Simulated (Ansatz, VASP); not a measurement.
**GaSb in VASP and in Ansatz**

```
Ga Sb
1.0
    -2.86880    2.86880    1.68122
     2.86880   -2.86880    1.68122
     2.86880    2.86880   -1.68122
Ga Sb
1 1
Direct
  0.25000 0.75000 0.50000
  0.00000 0.00000 0.00000
```

Alike in both runs: task single point; functional PBEsol; k mesh 16 × 16 × 16; occupations gaussian, width 0.1 eV; no spin polarisation.

```csv
,VASP,Ansatz
version,VASP 6.6.1,Ansatz 0.2.0
potentials or method,"VASP PAW PBE potentials, release 64 (Ga_d, Sb), cutoff 520 eV","scalar-relativistic, plane waves, PAW"
valence electrons in the cell,18,28
```

```csv
,VASP,Ansatz,Ansatz less VASP
gap on the k mesh at the Fermi level (eV),none,none,-
pressure (GPa),-7.3,-7.3,-0.02
"traceless stress, the component that is largest in VASP (GPa)",0.06,0.08,+0.019
```

VASP's potentials were made for PBE, not for PBEsol. A gap of «none» marks a metal or a gap that the smearing closes. The functional is the same, so the differences come from potentials, cutoffs and numerics. VASP's potentials hold 18 valence electrons a cell and Ansatz's 28, so a difference there can come from the potentials and not from the codes.

Neither program's run includes spin-orbit coupling.
